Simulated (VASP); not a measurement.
Li2Se, 3 atoms in the cell. It takes space group Fm-3m (No. 225, cubic). The conventional cell has a = 6.104 Å, b = 6.104 Å, c = 6.104 Å, α = 90.00°, β = 90.00°, γ = 90.00°. Se (site symmetry m-3m) has 8 Li at 2.64 Å within 3.5 Å. Li (site symmetry -43m) has 4 Se at 2.64 Å and 6 Li at 3.05 Å within 3.5 Å.  This cell differs from its parent crystal: volume changed by +6%.

- Program: VASP 6.6.1
- Task: single point
- Functional: r2SCAN
- Potentials or basis: VASP PAW PBE potentials, release 64 (Se, Li_sv)
- Cutoff: 830 eV
- k mesh: 6 × 6 × 6
- Occupations: gaussian, width 0.01 eV
- Spin: no spin polarisation
- Dipole correction: no
- Further INCAR settings: ALGO = Normal; EDIFF = 1e-06; NBANDS = 13

Potentials or basis: VASP PAW PBE potentials, release 64 (Se, Li_sv).

The run is started by

```bash
$ cat potpaw_PBE.64/Se/POTCAR potpaw_PBE.64/Li_sv/POTCAR > POTCAR
$ cp INCAR.step1 INCAR
$ mpirun -np 1 vasp_std > vasp.out
$ cp INCAR.step2 INCAR
$ mpirun -np 1 vasp_std > vasp.out
```

Hardware: 1 thread of Intel(R) Xeon(R) Platinum 8559C (Emerald Rapids) (shared host).

**Question.** How long does it take, and how much memory?

**Answer.** Wall time 110 s on 1 thread of Intel(R) Xeon(R) Platinum 8559C (Emerald Rapids) (shared host), peak memory 0.28 GiB. Counts: k points 16.
